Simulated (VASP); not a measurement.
# WC (P-6m2) in VASP: further runs, part 2 of 2

VASP 6.6.1. The steps go on from the part before.

## (5) Single point, r2SCAN

This run uses another cell than the first one, of 11.62 Å³/atom.

The input, POSCAR:

```
WC
1.0
    3.0183968214      0.0000000000      0.0000000000
   -1.5091984107      2.6140084963      0.0000000000
    0.0000000000      0.0000000000      2.9458057539
W C
1 1
Direct
    0.0000000000      0.0000000000      0.0000000000
    0.6666666667      0.3333333333      0.5000000000
```

The input, INCAR.step1:

```
SYSTEM = WC
ALGO = Normal
EDIFF = 1E-4
ENCUT = 520
GGA = PE
ISMEAR = 0
LASPH = .True.
LCHARG = .False.
LREAL = .False.
LWAVE = .True.
NBANDS = 16
NELM = 60
PREC = Accurate
SIGMA = 0.1
```

The input, INCAR.step2:

```
SYSTEM = WC
ALGO = Normal
EDIFF = 1E-6
ENCUT = 520
ISIF = 2
ISMEAR = 0
ISTART = 1
LASPH = .True.
LCHARG = .False.
LMIXTAU = .True.
LREAL = .False.
LWAVE = .False.
METAGGA = R2SCAN
NBANDS = 16
NELM = 60
PREC = Accurate
SIGMA = 0.1
```

The input, KPOINTS:

```
k-points
0
Gamma
  11 11 10
  0 0 0
```

Potentials or basis: VASP PAW PBE potentials, release 64 (W_sv, C).

The run is started by

```bash
$ cat potpaw_PBE.64/W_sv/POTCAR potpaw_PBE.64/C/POTCAR > POTCAR
$ cp INCAR.step1 INCAR
$ mpirun -np 1 vasp_std > vasp.out
$ cp INCAR.step2 INCAR
$ mpirun -np 1 vasp_std > vasp.out
```

OUTCAR:

```text
SYSTEM = WC
   EDIFF = 1E-6
   ENCUT = 520
   ISIF = 2
   ISMEAR = 0
   ISTART = 1
   LASPH = .True.
   LREAL = .False.
   METAGGA = R2SCAN
   NELM = 60
   PREC = Accurate

 ion  position               nearest neighbor table
   1  0.000  0.000  0.000-   2 2.28   2 2.28   2 2.28   2 2.28   2 2.28   2 2.28
   2  0.667  0.333  0.500-   1 2.28   1 2.28   1 2.28   1 2.28   1 2.28   1 2.28

  LATTYP: Found a hexagonal cell.
 ALAT       =     3.0183968214
 C/A-ratio  =     0.9759504559

  Lattice vectors:

 A1 = (   3.0183968214,   0.0000000000,   0.0000000000)
 A2 = (  -1.5091984107,   2.6140084963,   0.0000000000)
 A3 = (   0.0000000000,   0.0000000000,   2.9458057539)

Analysis of symmetry for initial positions (statically):
=====================================================================
 Subroutine PRICEL returns:
 Original cell was already a primitive cell.

 Routine SETGRP: Setting up the symmetry group for a
 hexagonal supercell.

 Subroutine GETGRP returns: Found 12 space group operations
 (whereof 12 operations were pure point group operations)
 out of a pool of 24 trial point group operations.

The static configuration has the point symmetry D_3h.
[... 161 lines left out ...]

 E-fermi :   9.3807     XC(G=0): -14.2592

 val. band max:        9.2856903608   @ k =   0.4545   0.0000   0.5000
 cond. band min:       9.4819051372   @ k =   0.0000   0.0000   0.1000
 fundamental gap:      0.1962147765
 Fermi energy:         9.3807341652

 k-point     1 :       0.0000    0.0000    0.0000
  band No.  band energies     occupation
      1     -66.7911      2.00000
      2     -30.1002      2.00000
      3     -30.0221      2.00000
      4     -30.0221      2.00000
      5      -4.9492      2.00000
      6       5.5455      2.00000
[... 433 lines left out ...]
      3     -30.1142      2.00000
      4     -30.0916      2.00000
      5      -3.5661      2.00000
      6       4.5425      2.00000
[... 8 lines left out ...]
     15      23.1056      0.00000
     16      26.8311      0.00000

 [... further k-points ...]

------------------------ aborting loop because EDIFF is reached ----------------------------------------

  FORCE on cell =-STRESS in cart. coord.  units (eV):
  Direction    XX          YY          ZZ          XY          YZ          ZX
  --------------------------------------------------------------------------------------
  -------------------------------------------------------------------------------------
  Total       -4.6055525     -4.6055531     -5.6144484     -0.0000000     -0.0000000     -0.0000000
  in kB     -317.4716042   -317.4716456   -387.0171777     -0.0000000     -0.0000000     -0.0000000
  external PRESSURE =    -340.6534758 kB  Pullay stress =       0.0000000 kB

 VOLUME and BASIS-vectors are now :
 -----------------------------------------------------------------------------
  energy-cutoff  :      520.00
  volume of cell :       23.24
      direct lattice vectors                 reciprocal lattice vectors
     3.018396821  0.000000000  0.000000000     0.331301701  0.191277114  0.000000000
    -1.509198411  2.614008496  0.000000000     0.000000000  0.382554227  0.000000000
     0.000000000  0.000000000  2.945805754     0.000000000  0.000000000  0.339465696

 POSITION                                       TOTAL-FORCE (eV/Angst)
 -----------------------------------------------------------------------------------
      0.00000      0.00000      0.00000        -0.000000      0.000000      0.000000
      1.50920      0.87134      1.47290         0.000000     -0.000000      0.000000
 -----------------------------------------------------------------------------------
    total drift:                                0.000000      0.000000      0.000000

  FREE ENERGIE OF THE ION-ELECTRON SYSTEM (eV)
  ---------------------------------------------------
  free  energy   TOTEN  =       -61.3470252328 eV

  energy  without entropy=      -61.3464119372  energy(sigma->0) =      -61.34671859
```

OUTCAR.step1:

```text
SYSTEM = WC
   EDIFF = 1E-4
   ENCUT = 520
   GGA = PE
   ISMEAR = 0
   LASPH = .True.
   LREAL = .False.
[... 678 lines left out ...]
      0.00000      0.00000      0.00000        -0.000000      0.000000      0.000000
      1.50920      0.87134      1.47290         0.000000     -0.000000      0.000000
 -----------------------------------------------------------------------------------
    total drift:                               -0.000000      0.000001      0.000000

  FREE ENERGIE OF THE ION-ELECTRON SYSTEM (eV)
  ---------------------------------------------------
  free  energy   TOTEN  =       -22.2322524183 eV

  energy  without entropy=      -22.2315420996  energy(sigma->0) =      -22.23189726
```

Run time: 1.7 min. Hardware: 1 thread of Intel Xeon 8259CL, shared host; peak memory 0.17 GiB.

What came out:

```yaml
Free_energy: -61.3470 eV
Pressure: -34.1 GPa
Band_gap_on_the_k_mesh: zero (bands 9 and 10 overlap by 1.10 eV)
```

Stress tensor (GPa, compression positive):
```
-31.75   0.00   0.00
  0.00 -31.75   0.00
  0.00   0.00 -38.70
```

Caveat: the cell stands under tension; the PAW data sets were made with another functional, which shifts forces and pressure a little; spin-orbit coupling is left out, which moves the levels of the heavy elements.

## (6) Summary

| cell | gap on the mesh (eV) | pressure (GPa) |
| --- | --- | --- |
| a = 2.906, b = 2.907, c = 2.837 Å, angles 90.0, 90.0, 120.0°, 2 atoms | none | 3.4 |
| a = 2.945, b = 2.945, c = 2.874 Å, angles 90.0, 90.0, 120.0°, 2 atoms | none | -11.8 |
| a = 2.982, b = 2.982, c = 2.910 Å, angles 90.0, 90.0, 120.0°, 2 atoms | none | -24.1 |
| a = 3.018, b = 3.018, c = 2.946 Å, angles 90.0, 90.0, 120.0°, 2 atoms | none | -34.1 |

Alike in all rows: task single point; level r2SCAN; potentials or basis VASP PAW PBE potentials, release 64 (W_sv, C); no spin polarisation; k mesh 11 × 11 × 10; cutoff (eV) 520; smearing gaussian 0.1 eV.

Caveats: the PAW data sets were made with another functional, which shifts forces and pressure a little; spin-orbit coupling is left out, which moves the levels of the heavy elements; the cell stands under tension (at least some runs); the cell stands under pressure (at least some runs).

Absolute energies hang on the potentials; compare differences alone.
